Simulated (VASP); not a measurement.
Write the native input for VASP 6.6.1 that does the following.

```yaml
Task: single point
Functional: PBE
Potentials_or_basis: VASP PAW PBE potentials, release 64 (Ca_sv, Se)
Cutoff: 520 eV
k_mesh: 8 × 8 × 8
Occupations: fermi-dirac, width 0.02 eV
Spin: no spin polarisation
Dipole_correction: no
Further_INCAR_settings: ALGO = Normal; EDIFF = 1e-06; NBANDS = 15
```

The structure of CaSe lies in POSCAR:

```
CaSe
1.0
   -0.0385779565      2.9675351117      2.9675351117
    2.9675351117     -0.0385779565      2.9675351117
    2.9289571552      2.9289571552      0.0000000000
Ca Se
1 1
Direct
    0.0000000000      0.0000000000      0.0000000000
    0.5000000000      0.5000000000      0.5000000000
```

This cell differs from its parent crystal: shear xy strain -2.6%.

One way to write it, as run:

INCAR

```
SYSTEM = CaSe
PREC = Accurate
ENCUT = 520
EDIFF = 1E-6
ISMEAR = -1
SIGMA = 0.02
LREAL = .False.
LASPH = .True.
NELM = 100
ALGO = Normal
ISIF = 2
LWAVE = .False.
LCHARG = .True.
GGA = PE
LELF = .True.
LVHAR = .True.
NBANDS = 15
```

KPOINTS

```
Automatic mesh
0
Gamma
  8 8 8
  0 0 0
```

Potentials or basis: VASP PAW PBE potentials, release 64 (Ca_sv, Se).

Run with:

```console
$ cat potpaw_PBE.64/Ca_sv/POTCAR potpaw_PBE.64/Se/POTCAR > POTCAR
$ mpirun -np 1 vasp_std > vasp.out
```

It gave:

```json
{
  "Pressure": "0.7 GPa",
  "Band gap on the k mesh": "1.97 eV (least direct gap 2.86 eV)"
}
```

Caveat: the cell differs from its parent crystal (shear xy strain -2.6%).

Run time: 69 s on 1 thread of Intel(R) Xeon(R) Platinum 8259CL CPU @ 2.50GHz (Skylake/Cascade Lake), on a shared host, peak memory 0.22 GiB.
